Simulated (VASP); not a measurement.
# Be4Se3 (P-4m2) in VASP: single point with PBE

Aim: the single point of Be4Se3 with PBE.

All numbers are computed with VASP 6.6.1; they aren't measurements. Logs are shortened: lines on timing, memory, paths and dates and some standing lists are left out, and cuts for length are marked.

### Step 1. The cell of the first run

The structure is tetragonal, space group P-4m2 (No. 115). The conventional cell has a = 3.526 Å, b = 3.526 Å, c = 9.315 Å, α = 90.00°, β = 90.00°, γ = 90.00°. Within 2.9 Å of Be (site symmetry 2mm) lie 2 Se at 2.22 Å and 4 Be at 2.80 Å. Be (site symmetry 2mm) has 4 Se at 2.21 to 2.22 Å within 2.9 Å. Se (site symmetry 2mm) has 4 Be at 2.22 Å within 2.9 Å. Se (site symmetry -4m2) has 4 Be at 2.21 Å within 2.9 Å.

### Step 2. Single point, PBE

INCAR

```
SYSTEM = Be4Se3
PREC = Accurate
ENCUT = 520
EDIFF = 1E-7
ISMEAR = 0
SIGMA = 0.02
LREAL = .FALSE.
LASPH = .TRUE.
NELM = 100
ALGO = Normal
ISIF = 2
LWAVE = .FALSE.
LCHARG = .FALSE.
GGA = PE
NBANDS = 22
```

KPOINTS

```
regular mesh
0
G
  10 10 4
  0 0 0
```

POSCAR

```
Be4Se3
1.0
    3.5262895331      0.0000000000      0.0000000000
    0.0000000000      3.5262895331      0.0000000000
    0.0000000000      0.0000000000      9.3150840034
Be Se
4 3
Direct
    0.0000000000      0.5000000000      0.5681521981
    0.0000000000      0.5000000000      0.1426457170
    0.5000000000      0.0000000000      0.8573542830
    0.5000000000      0.0000000000      0.4318478019
    0.5000000000      0.5000000000      0.7129011628
    0.0000000000      0.0000000000      0.0000000000
    0.5000000000      0.5000000000      0.2870988372
```

Potentials or basis: VASP PAW PBE potentials, release 64 (Be, Se).

Run with:

```sh
$ cat potpaw_PBE.64/Be/POTCAR potpaw_PBE.64/Se/POTCAR > POTCAR
$ mpirun -np 1 vasp_std > vasp.out
```

OUTCAR:

```text
SYSTEM = Be4Se3
   PREC = Accurate
   ENCUT = 520
   EDIFF = 1E-7
   ISMEAR = 0
   LREAL = .FALSE.
   LASPH = .TRUE.
   NELM = 100
   ISIF = 2
   GGA = PE

 ion  position               nearest neighbor table
   1  0.000  0.500  0.568-   5 2.22   5 2.22
   2  0.000  0.500  0.143-   6 2.21   6 2.21   7 2.22   7 2.22
   3  0.500  0.000  0.857-   6 2.21   6 2.21   5 2.22   5 2.22
   4  0.500  0.000  0.432-   7 2.22   7 2.22
   5  0.500  0.500  0.713-   3 2.22   3 2.22   1 2.22   1 2.22
   6  0.000  0.000  0.000-   2 2.21   3 2.21   2 2.21   3 2.21
   7  0.500  0.500  0.287-   2 2.22   2 2.22   4 2.22   4 2.22

  LATTYP: Found a simple tetragonal cell.
 ALAT       =     3.5262895331
 C/A-ratio  =     2.6416106550

  Lattice vectors:

 A1 = (   3.5262895331,   0.0000000000,   0.0000000000)
 A2 = (   0.0000000000,   3.5262895331,   0.0000000000)
 A3 = (   0.0000000000,   0.0000000000,   9.3150840034)

Analysis of symmetry for initial positions (statically):
=====================================================================
 Subroutine PRICEL returns:
 Original cell was already a primitive cell.

 Routine SETGRP: Setting up the symmetry group for a
 simple tetragonal supercell.

 Subroutine GETGRP returns: Found  8 space group operations
 (whereof  8 operations were pure point group operations)
 out of a pool of 16 trial point group operations.

The static configuration has the point symmetry D_2d.

Analysis of symmetry for dynamics (positions and initial velocities):
=====================================================================
 Subroutine PRICEL returns:
 Original cell was already a primitive cell.

 Routine SETGRP: Setting up the symmetry group for a
 simple tetragonal supercell.

 Subroutine GETGRP returns: Found  8 space group operations
 (whereof  8 operations were pure point group operations)
 out of a pool of 16 trial point group operations.

The dynamic configuration has the point symmetry D_2d.

 Subroutine INISYM returns: Found  8 space group operations
 (whereof  8 operations are pure point group operations),
 and found     1 'primitive' translations

----------------------------------------------------------------------------------------

                                     Primitive cell

[... 101 lines left out ...]
   LREAL  =      F    real-space projection
   EDIFFG = 0.1E-05   stopping-criterion for IOM
   NSW    =      0    number of steps for IOM
   IBRION =     -1    ionic relax: 0-MD 1-quasi-New 2-CG
   NFREE  =      0    steps in history (QN), initial steepest desc. (CG)
   ISIF   =      2    stress and relaxation
   ISYM   =      2    0-nonsym 1-usesym 2-fastsym
   POTIM  = 0.5000    time-step for ionic-motion
   TEBEG  =    0.0;   TEEND  =   0.0 temperature during run
   PSTRESS=    0.0 pullay stress
   NELECT =      26.0000    total number of electrons
   NUPDOWN=      -1.0000    fix difference up-down
   EMIN   =  10.00;   EMAX   =-10.00  energy-range for DOS
   EFERMI =   0.00;   METHOD = LEGACY
   ISMEAR =     0;   SIGMA  =   0.02  broadening in eV -4-tet -1-fermi 0-gaus
   EFERMI_NEDOS =   21; number of points for ismear=-14 and -15
   IALGO  =     38    algorithm
   IMIX   =      4    mixing-type and parameters
     AMIX     =   0.40;   BMIX     =  1.00
     AMIX_MAG =   1.60;   BMIX_MAG =  1.00
  volume/ion in A,a.u.               =      16.55       111.67
  Fermi-wavevector in a.u.,A,eV,Ry     =   0.994928  1.880142 13.468162  0.989882
  Thomas-Fermi vector in A             =   2.126913
   LORBIT       =      0    0 simple, 1 ext, 2 COOP (PROOUT), +10 PAW based schemes
   GGA     = PE    functional components
   LHFCALC =     F    Hartree Fock is set to
   AEXX    =    0.0000 exact exchange contribution
   IVDW    =     0    specifies the selected vdW correction
   LEPSILON=     F    determine dielectric tensor
   LRPA    =     F    only Hartree local field effects (RPA)
 non-spin polarized calculation
 Gauss-broadening in eV      SIGMA  =   0.02
  energy-cutoff  :      520.00
  volume of cell :      115.83
 maximum number of plane-waves:      3151
 NGX is ok and might be reduce to    28
   NGX = 13   NGY = 13   NGZ = 35

 number of electron      25.9999995 magnetization

 Free energy of the ion-electron system (eV)
  ---------------------------------------------------
  ext. energy  EPLUGINS =         0.00000000
  ---------------------------------------------------
  free energy    TOTEN  =       -27.71598288 eV

  energy without entropy =      -27.71598288  energy(sigma->0) =      -27.71598288

 E-fermi :   4.8155     XC(G=0):  -9.4104

 val. band max:        4.7185621970   @ k =   0.0000   0.0000   0.5000
 cond. band min:       5.2018154938   @ k =   0.5000   0.5000   0.5000
 fundamental gap:      0.4832532968
 Fermi energy:         4.8154565876

 k-point     1 :       0.0000    0.0000    0.0000
  band No.  band energies     occupation
      1     -10.6200      2.00000
      2      -9.9728      2.00000
      3      -9.4838      2.00000
      4      -1.9610      2.00000
      5      -1.5962      2.00000
      6       1.0123      2.00000
[... 589 lines left out ...]
     21       9.8478      0.00000
     22      10.3518      0.00000

 [... further k-points ...]

------------------------ aborting loop because EDIFF is reached ----------------------------------------

  FORCE on cell =-STRESS in cart. coord.  units (eV):
  Direction    XX          YY          ZZ          XY          YZ          ZX
  --------------------------------------------------------------------------------------
  -------------------------------------------------------------------------------------
  Total        0.1365032      0.1365032      0.1429055      0.0000000      0.0000000      0.0000000
  in kB        1.8881251      1.8881251      1.9766827      0.0000000      0.0000000      0.0000000
  external PRESSURE =       1.9176443 kB  Pullay stress =       0.0000000 kB

 VOLUME and BASIS-vectors are now :
 -----------------------------------------------------------------------------
  energy-cutoff  :      520.00
  volume of cell :      115.83
      direct lattice vectors                 reciprocal lattice vectors
     3.526289533  0.000000000  0.000000000     0.283584201  0.000000000  0.000000000
     0.000000000  3.526289533  0.000000000     0.000000000  0.283584201  0.000000000
     0.000000000  0.000000000  9.315084003     0.000000000  0.000000000  0.107352762

 POSITION                                       TOTAL-FORCE (eV/Angst)
 -----------------------------------------------------------------------------------
      0.00000      1.76314      5.29239         0.000000      0.000000     -0.022847
      0.00000      1.76314      1.32876         0.000000      0.000000      0.003410
      1.76314      0.00000      7.98633         0.000000      0.000000     -0.003410
      1.76314      0.00000      4.02270        -0.000000      0.000000      0.022847
      1.76314      1.76314      6.64073         0.000000     -0.000000      0.009010
      0.00000      0.00000      0.00000         0.000000      0.000000     -0.000000
      1.76314      1.76314      2.67435         0.000000      0.000000     -0.009010
 -----------------------------------------------------------------------------------
    total drift:                                0.000000      0.000000     -0.000000

  FREE ENERGIE OF THE ION-ELECTRON SYSTEM (eV)
  ---------------------------------------------------
  free  energy   TOTEN  =       -27.7159828799 eV

  energy  without entropy=      -27.7159828799  energy(sigma->0) =      -27.71598288
```

OSZICAR:

```text
N       E                     dE             d eps       ncg     rms          rms(c)
DAV:   1     0.894221277989E+02    0.89422E+02   -0.10490E+04  2772   0.997E+02
DAV:   2    -0.201414523518E+02   -0.10956E+03   -0.10366E+03  3652   0.168E+02
DAV:   3    -0.279498170283E+02   -0.78084E+01   -0.77568E+01  3666   0.470E+01
DAV:   4    -0.280472933987E+02   -0.97476E-01   -0.97365E-01  3734   0.597E+00
DAV:   5    -0.280480096577E+02   -0.71626E-03   -0.71619E-03  3672   0.541E-01    0.633E+00
DAV:   6    -0.278032990764E+02    0.24471E+00   -0.15198E-01  3526   0.187E+00    0.388E+00
DAV:   7    -0.277148461271E+02    0.88453E-01   -0.26257E-01  3314   0.246E+00    0.364E-01
DAV:   8    -0.277153466329E+02   -0.50051E-03   -0.11418E-02  3510   0.543E-01    0.143E-01
DAV:   9    -0.277158687689E+02   -0.52214E-03   -0.14574E-03  3584   0.193E-01    0.488E-02
DAV:  10    -0.277159343390E+02   -0.65570E-04   -0.10112E-04  3708   0.553E-02    0.242E-02
DAV:  11    -0.277159806967E+02   -0.46358E-04   -0.60331E-05  3320   0.412E-02    0.587E-03
DAV:  12    -0.277159822900E+02   -0.15933E-05   -0.25711E-06  3812   0.927E-03    0.330E-03
DAV:  13    -0.277159827340E+02   -0.44399E-06   -0.10006E-06  3300   0.555E-03    0.115E-03
DAV:  14    -0.277159828577E+02   -0.12369E-06   -0.10682E-07  2642   0.172E-03    0.510E-04
DAV:  15    -0.277159828799E+02   -0.22208E-07   -0.20915E-08  2194   0.965E-04
   1 F= -.27715983E+02 E0= -.27715983E+02  d E =-.180691E-14
```

stdout:

```text
POSCAR found type information on POSCAR BeSe
 POSCAR found :  2 types and       7 ions
 scaLAPACK will be used
 LDA part: xc-table for (Slater+PW92), standard interpolation
 POSCAR, INCAR and KPOINTS ok, starting setup
 FFT: planning ... GRIDC
 FFT: planning ... GRID_SOFT
 FFT: planning ... GRID
 WAVECAR not read
 entering main loop
```

Wall time 84 s (1 thread of Intel Xeon 6975P-C (Granite Rapids), shared host); peak memory 0.29 GiB.

Results:

* Free energy: -27.7160 eV
* Pressure: 0.2 GPa
* Largest force: 0.023 eV/Å
* Band gap on the k mesh: 0.48 eV (least direct gap 1.81 eV)

Forces in eV/Å, atoms in the order of the input:
```
Be   0.000  0.000 -0.023
Be   0.000  0.000  0.003
Be   0.000  0.000 -0.003
Be   0.000  0.000  0.023
Se   0.000  0.000  0.009
Se   0.000  0.000  0.000
Se   0.000  0.000 -0.009
```

Levels at points of the mesh, in eV from the valence-band top:
```
           k point  band 11  band 12  band 13  band 14  band 15  band 16
(0.00, 0.00, 0.00)    -2.13    -2.13    -0.85     1.70     2.62     2.89
(0.50, 0.00, 0.00)    -2.34    -2.17    -1.72     1.64     3.65     3.86
(0.50, 0.50, 0.00)    -4.64    -3.87    -1.56     0.79     0.79     1.05
(0.00, 0.00, 0.50)    -1.80    -1.80     0.00     1.81     2.39     2.67
(0.50, 0.00, 0.50)    -2.34    -2.20    -1.15     0.88     3.02     3.98
(0.50, 0.50, 0.50)    -4.66    -4.23    -1.37     0.48     0.48     1.08
```

A k mesh can miss the band edges.
